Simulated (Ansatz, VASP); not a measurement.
One calculation of CdPd, two programs

```xyz
2
Lattice="2.9631 0.0000 0.0000 0.0000 2.9631 0.0000 0.0000 0.0000 3.6261" Properties=species:S:1:pos:R:3 pbc="T T T"
Cd    0.0000    0.0000    0.0000
Pd    1.4816    1.4816    1.8131
```

Alike in both runs: task single point; functional LDA; k mesh 14 × 14 × 11; occupations fermi-dirac, width 0.05 eV; no spin polarisation.

|  | VASP | Ansatz |
| --- | --- | --- |
| version | VASP 6.6.1 | Ansatz 0.2.0 |
| potentials or method | VASP PAW LDA potentials, release 64 (Cd, Pd) | PAW with Ansatz's default frozen-core files, scalar-relativistic |
| plane-wave cutoff (eV) | 520 | 420 |
| valence electrons in the cell | 22 | 38 |

```csv
,VASP,Ansatz,Ansatz less VASP
pressure (GPa),1.6,0.0,-1.55
"traceless stress, the component that is largest in VASP (GPa)",0.11,0.00,-0.105
```

LDA's correlation is that of Perdew and Zunger in VASP and of Perdew and Wang (1992) in Ansatz. VASP's potentials hold 22 valence electrons a cell and Ansatz's 38, so a difference there can come from the potentials and not from the codes.
